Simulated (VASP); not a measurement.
# MgO (Fm-3m) in VASP: a series of runs

MgO is run at these levels: PBE; tasks: single point.

Program: VASP 6.6.1. These are calculated values, not measurements. Logs are shortened: lines on timing, memory, paths and dates and some standing lists are left out, and cuts for length are marked.

**What was measured.**

“Electronic structure of alkaline earth and post-transition metal oxides”, 2009, arxiv:0908.1581 quotes, for a bulk crystal of MgO: band gap 7.83 eV.

The runs below are set against these values where they give the same quantity.

## (1) The cell of the first run

The structure is cubic, space group Fm-3m (No. 225). The conventional cell has a = 4.226 Å, b = 4.226 Å, c = 4.226 Å, α = 90.00°, β = 90.00°, γ = 90.00°. Within 2.8 Å of Mg (site symmetry m-3m) lie 6 O at 2.11 Å. Within 2.8 Å of O (site symmetry m-3m) lie 6 Mg at 2.11 Å.

## (2) Single point, PBE

The input, INCAR:

```
SYSTEM = MgO
  PREC = Accurate
  ENCUT = 600
  EDIFF = 1E-6
  ISMEAR = 0
  SIGMA = 0.01
  LREAL = .FALSE.
  LASPH = .TRUE.
  NELM = 120
  ALGO = Normal
  ISIF = 2
  LWAVE = .FALSE.
  LCHARG = .FALSE.
  GGA = PE
  NBANDS = 11
  GGA_COMPAT = .FALSE.
```

The input, KPOINTS:

```
regular mesh
0
G
  10 10 10
  0 0 0
```

The input, POSCAR:

```
MgO
1.0
    0.0000000000      2.1132307038      2.1132307038
    2.1132307038      0.0000000000      2.1132307038
    2.1132307038      2.1132307038      0.0000000000
Mg O
1 1
Direct
    0.0000000000      0.0000000000      0.0000000000
    0.5000000000      0.5000000000      0.5000000000
```

Potentials or basis: VASP PAW PBE potentials, release 64 (Mg, O).

Run with:

```
$ cat potpaw_PBE.64/Mg/POTCAR potpaw_PBE.64/O/POTCAR > POTCAR
$ mpirun -np 1 vasp_std > vasp.out
```

OUTCAR:

```text
SYSTEM = MgO
   PREC = Accurate
   ENCUT = 600
   EDIFF = 1E-6
   ISMEAR = 0
   LREAL = .FALSE.
   LASPH = .TRUE.
   NELM = 120
   ISIF = 2
   GGA = PE

 ion  position               nearest neighbor table
   1  0.000  0.000  0.000-   2 2.11   2 2.11   2 2.11   2 2.11   2 2.11   2 2.11
   2  0.500  0.500  0.500-   1 2.11   1 2.11   1 2.11   1 2.11   1 2.11   1 2.11

  LATTYP: Found a face centered cubic cell.
 ALAT       =     4.2264614076

  Lattice vectors:

 A1 = (   0.0000000000,   2.1132307038,   2.1132307038)
 A2 = (   2.1132307038,   0.0000000000,   2.1132307038)
 A3 = (   2.1132307038,   2.1132307038,   0.0000000000)

Analysis of symmetry for initial positions (statically):
=====================================================================
 Subroutine PRICEL returns:
 Original cell was already a primitive cell.

 Routine SETGRP: Setting up the symmetry group for a
 face centered cubic supercell.

 Subroutine GETGRP returns: Found 48 space group operations
 (whereof 48 operations were pure point group operations)
 out of a pool of 48 trial point group operations.

The static configuration has the point symmetry O_h .

Analysis of symmetry for dynamics (positions and initial velocities):
=====================================================================
 Subroutine PRICEL returns:
 Original cell was already a primitive cell.

 Routine SETGRP: Setting up the symmetry group for a
 face centered cubic supercell.

 Subroutine GETGRP returns: Found 48 space group operations
 (whereof 48 operations were pure point group operations)
 out of a pool of 48 trial point group operations.

The dynamic configuration has the point symmetry O_h .

 Subroutine INISYM returns: Found 48 space group operations
 (whereof 48 operations are pure point group operations),
 and found     1 'primitive' translations

----------------------------------------------------------------------------------------

                                     Primitive cell

  volume of cell :      18.8743

  direct lattice vectors                    reciprocal lattice vectors
     0.000000000  2.113230704  2.113230704    -0.236604550  0.236604550  0.236604550
     2.113230704  0.000000000  2.113230704     0.236604550 -0.236604550  0.236604550
     2.113230704  2.113230704  0.000000000     0.236604550  0.236604550 -0.236604550

  length of vectors
     2.988559522  2.988559522  2.988559522     0.409811102  0.409811102  0.409811102

  position of ions in fractional coordinates (direct lattice)
     0.000000000  0.000000000  0.000000000
     0.500000000  0.500000000  0.500000000

[... 85 lines left out ...]
   TEBEG  =    0.0;   TEEND  =   0.0 temperature during run
   PSTRESS=    0.0 pullay stress
   NELECT =       8.0000    total number of electrons
   NUPDOWN=      -1.0000    fix difference up-down
   EMIN   =  10.00;   EMAX   =-10.00  energy-range for DOS
   EFERMI =   0.00;   METHOD = LEGACY
   ISMEAR =     0;   SIGMA  =   0.01  broadening in eV -4-tet -1-fermi 0-gaus
   EFERMI_NEDOS =   21; number of points for ismear=-14 and -15
   IALGO  =     38    algorithm
   IMIX   =      4    mixing-type and parameters
     AMIX     =   0.40;   BMIX     =  1.00
     AMIX_MAG =   1.60;   BMIX_MAG =  1.00
  volume/ion in A,a.u.               =       9.44        63.69
  Fermi-wavevector in a.u.,A,eV,Ry     =   1.229744  2.323879 20.575674  1.512269
  Thomas-Fermi vector in A             =   2.364619
   LORBIT       =      0    0 simple, 1 ext, 2 COOP (PROOUT), +10 PAW based schemes
   GGA     = PE    functional components
   LHFCALC =     F    Hartree Fock is set to
   AEXX    =    0.0000 exact exchange contribution
   IVDW    =     0    specifies the selected vdW correction
   LEPSILON=     F    determine dielectric tensor
   LRPA    =     F    only Hartree local field effects (RPA)
 non-spin polarized calculation
 Gauss-broadening in eV      SIGMA  =   0.01
  energy-cutoff  :      600.00
  volume of cell :       18.87
 maximum number of plane-waves:       640
   NGX = 11   NGY = 11   NGZ = 11

 number of electron       8.0000005 magnetization

 Free energy of the ion-electron system (eV)
  ---------------------------------------------------
  ext. energy  EPLUGINS =         0.00000000
  ---------------------------------------------------
  free energy    TOTEN  =       -11.91285254 eV

  energy without entropy =      -11.91285254  energy(sigma->0) =      -11.91285254

 E-fermi :   3.1880     XC(G=0): -11.0299

 val. band max:        3.1086562009   @ k =   0.0000   0.0000   0.0000
 cond. band min:       7.7372746324   @ k =   0.0000   0.0000   0.0000
 fundamental gap:      4.6286184315
 Fermi energy:         3.1880101446

 k-point     1 :       0.0000    0.0000    0.0000
  band No.  band energies     occupation
      1     -14.1017      2.00000
      2       3.1087      2.00000
      3       3.1087      2.00000
      4       3.1087      2.00000
      5       7.7373      0.00000
      6      18.8527      0.00000
      7      18.8527      0.00000
      8      18.8527      0.00000
      9      22.7413      0.00000
     10      24.5050      0.00000
     11      24.5050      0.00000
[... 309 lines left out ...]
 k-point    24 :       0.4000    0.3000    0.0000
  band No.  band energies     occupation
      1     -12.8878      2.00000
      2      -0.4328      2.00000
      3       1.8207      2.00000
      4       2.0368      2.00000
      5      12.5833      0.00000
      6      13.2550      0.00000
      7      16.6029      0.00000
      8      21.1532      0.00000
      9      21.3577      0.00000
     10      27.8714      0.00000
     11      29.8812      0.00000

 [... further k-points ...]

------------------------ aborting loop because EDIFF is reached ----------------------------------------

  FORCE on cell =-STRESS in cart. coord.  units (eV):
  Direction    XX          YY          ZZ          XY          YZ          ZX
  --------------------------------------------------------------------------------------
  -------------------------------------------------------------------------------------
  Total        0.2367348      0.2367348      0.2367348     -0.0000000     -0.0000000      0.0000000
  in kB       20.0956462     20.0956462     20.0956462     -0.0000000     -0.0000000      0.0000000
  external PRESSURE =      20.0956462 kB  Pullay stress =       0.0000000 kB

 VOLUME and BASIS-vectors are now :
 -----------------------------------------------------------------------------
  energy-cutoff  :      600.00
  volume of cell :       18.87
      direct lattice vectors                 reciprocal lattice vectors
     0.000000000  2.113230704  2.113230704    -0.236604550  0.236604550  0.236604550
     2.113230704  0.000000000  2.113230704     0.236604550 -0.236604550  0.236604550
     2.113230704  2.113230704  0.000000000     0.236604550  0.236604550 -0.236604550

 POSITION                                       TOTAL-FORCE (eV/Angst)
 -----------------------------------------------------------------------------------
      0.00000      0.00000      0.00000         0.000000      0.000000      0.000000
      2.11323      2.11323      2.11323        -0.000000      0.000000     -0.000000
 -----------------------------------------------------------------------------------
    total drift:                               -0.000000     -0.000000      0.000000

  FREE ENERGIE OF THE ION-ELECTRON SYSTEM (eV)
  ---------------------------------------------------
  free  energy   TOTEN  =       -11.9128525408 eV

  energy  without entropy=      -11.9128525408  energy(sigma->0) =      -11.91285254
```

It took 4 s on 1 thread of Intel Xeon 6975P-C (Granite Rapids), shared host; peak memory 0.14 GiB.

What came out:

| Item | Value |
| --- | --- |
| Free energy | -11.9129 eV |
| Pressure | 2.0 GPa |
| Band gap on the k mesh | 4.63 eV, direct |

Levels at points of the mesh, in eV from the valence-band top:
| k point | band 2 | band 3 | band 4 | band 5 | band 6 | band 7 |
| --- | --- | --- | --- | --- | --- | --- |
| (0.00, 0.00, 0.00) | 0.00 | 0.00 | 0.00 | 4.63 | 15.74 | 15.74 |
| (0.50, 0.00, 0.00) | -4.57 | -0.64 | -0.64 | 7.83 | 12.49 | 16.21 |
| (0.50, 0.50, 0.00) | -4.04 | -1.33 | -1.33 | 9.11 | 9.86 | 12.99 |

## (3) Single point, PBE

The input, INCAR:

```
SYSTEM = MgO
PREC     = Accurate       ! precision mode
ENCUT    = 600            ! plane-wave cutoff, eV
EDIFF    = 1E-6           ! SCF threshold, eV
ISMEAR   = 0              ! smearing method
SIGMA    = 0.01           ! smearing width, eV
LREAL    = .False.        ! projectors in reciprocal space
LASPH    = .True.         ! aspherical terms in the spheres
NELM     = 120            ! most SCF steps
ALGO     = Normal         ! electronic algorithm
ISIF     = 2              ! what is computed and relaxed
LWAVE    = .False.        ! write WAVECAR
LCHARG   = .False.        ! write CHGCAR
GGA      = PE             ! functional
NBANDS   = 11             ! bands
GGA_COMPAT= .False.
```

The input, KPOINTS:

```
regular mesh
0
Gamma
  10 10 10
  0 0 0
```

The input, POSCAR:

```
MgO
1.0
    0.0000000000      2.1126478249      2.1126478249
    2.1126478249      0.0000000000      2.1126478249
    2.1126478249      2.1126478249      0.0000000000
Mg O
1 1
Direct
    0.0000000000      0.0000000000      0.0000000000
    0.5000000000      0.5000000000      0.5000000000
```

Potentials or basis: VASP PAW PBE potentials, release 64 (Mg, O).

Run with:

```
$ cat potpaw_PBE.64/Mg/POTCAR potpaw_PBE.64/O/POTCAR > POTCAR
$ mpirun -np 1 vasp_std > vasp.out
```

OUTCAR:

```text
SYSTEM = MgO
   PREC = Accurate
   ENCUT = 600
   EDIFF = 1E-6
   ISMEAR = 0
   LREAL = .False.
   LASPH = .True.
   NELM = 120
   ISIF = 2
   GGA = PE

 ion  position               nearest neighbor table
   1  0.000  0.000  0.000-   2 2.11   2 2.11   2 2.11   2 2.11   2 2.11   2 2.11
   2  0.500  0.500  0.500-   1 2.11   1 2.11   1 2.11   1 2.11   1 2.11   1 2.11

  LATTYP: Found a face centered cubic cell.
 ALAT       =     4.2252956498

  Lattice vectors:

 A1 = (   0.0000000000,   2.1126478249,   2.1126478249)
 A2 = (   2.1126478249,   0.0000000000,   2.1126478249)
 A3 = (   2.1126478249,   2.1126478249,   0.0000000000)

Analysis of symmetry for initial positions (statically):
=====================================================================
 Subroutine PRICEL returns:
 Original cell was already a primitive cell.

 Routine SETGRP: Setting up the symmetry group for a
 face centered cubic supercell.

 Subroutine GETGRP returns: Found 48 space group operations
 (whereof 48 operations were pure point group operations)
 out of a pool of 48 trial point group operations.

The static configuration has the point symmetry O_h .

Analysis of symmetry for dynamics (positions and initial velocities):
[... 173 lines left out ...]
      6      18.8636      0.00000
      7      18.8636      0.00000
      8      18.8636      0.00000
      9      22.7543      0.00000
     10      24.5190      0.00000
     11      24.5190      0.00000
[... 309 lines left out ...]
 k-point    24 :       0.4000    0.3000    0.0000
  band No.  band energies     occupation
      1     -12.8839      2.00000
      2      -0.4294      2.00000
      3       1.8257      2.00000
      4       2.0419      2.00000
      5      12.5975      0.00000
      6      13.2639      0.00000
      7      16.6178      0.00000
      8      21.1702      0.00000
      9      21.3748      0.00000
     10      27.8877      0.00000
     11      29.9039      0.00000

 [... further k-points ...]

------------------------ aborting loop because EDIFF is reached ----------------------------------------

  FORCE on cell =-STRESS in cart. coord.  units (eV):
  Direction    XX          YY          ZZ          XY          YZ          ZX
  --------------------------------------------------------------------------------------
  -------------------------------------------------------------------------------------
  Total        0.2523028      0.2523028      0.2523028      0.0000000      0.0000000      0.0000000
  in kB       21.4348940     21.4348940     21.4348940      0.0000000      0.0000000      0.0000000
  external PRESSURE =      21.4348940 kB  Pullay stress =       0.0000000 kB

 VOLUME and BASIS-vectors are now :
 -----------------------------------------------------------------------------
  energy-cutoff  :      600.00
  volume of cell :       18.86
      direct lattice vectors                 reciprocal lattice vectors
     0.000000000  2.112647825  2.112647825    -0.236669829  0.236669829  0.236669829
     2.112647825  0.000000000  2.112647825     0.236669829 -0.236669829  0.236669829
     2.112647825  2.112647825  0.000000000     0.236669829  0.236669829 -0.236669829

 POSITION                                       TOTAL-FORCE (eV/Angst)
 -----------------------------------------------------------------------------------
      0.00000      0.00000      0.00000        -0.000000     -0.000000     -0.000000
      2.11265      2.11265      2.11265         0.000000      0.000000      0.000000
 -----------------------------------------------------------------------------------
    total drift:                               -0.000000     -0.000000      0.000000

  FREE ENERGIE OF THE ION-ELECTRON SYSTEM (eV)
  ---------------------------------------------------
  free  energy   TOTEN  =       -11.9125726842 eV

  energy  without entropy=      -11.9125726842  energy(sigma->0) =      -11.91257268
```

stdout:

```text
POSCAR found type information on POSCAR MgO
 POSCAR found :  2 types and       2 ions
 scaLAPACK will be used
 LDA part: xc-table for (Slater+PW92), standard interpolation
 POSCAR, INCAR and KPOINTS ok, starting setup
 FFT: planning ... GRIDC
 FFT: planning ... GRID_SOFT
 FFT: planning ... GRID
 WAVECAR not read
 entering main loop
```

Wall time 4 s (1 thread of Intel Xeon 6975P-C (Granite Rapids), shared host); peak memory 0.14 GiB.

What came out:

```
Free energy            : -11.9126 eV
Pressure               : 2.1 GPa
Band gap on the k mesh : 4.64 eV, direct
```

Levels at points of the mesh, in eV from the valence-band top:
| k point | band 1 | band 2 | band 3 | band 4 | band 5 | band 6 | band 7 | band 8 |
| --- | --- | --- | --- | --- | --- | --- | --- | --- |
| (0.00, 0.00, 0.00) | -17.21 | 0.00 | 0.00 | 0.00 | 4.64 | 15.75 | 15.75 | 15.75 |
| (0.50, 0.00, 0.00) | -15.95 | -4.57 | -0.64 | -0.64 | 7.84 | 12.50 | 16.22 | 16.22 |
| (0.50, 0.50, 0.00) | -15.70 | -4.05 | -1.33 | -1.33 | 9.11 | 9.87 | 13.00 | 18.83 |

## (4) Against experiment

Step 3. Against the measured gap of MgO, 7.83 eV (quoted in “Electronic structure of alkaline earth and post-transition metal oxides”, 2009, arxiv:0908.1581), the calculated 4.64 eV is off by -3.19 eV. The value is that of PBE, without temperature or zero-point motion. Semilocal functionals fall short of measured gaps as a rule.
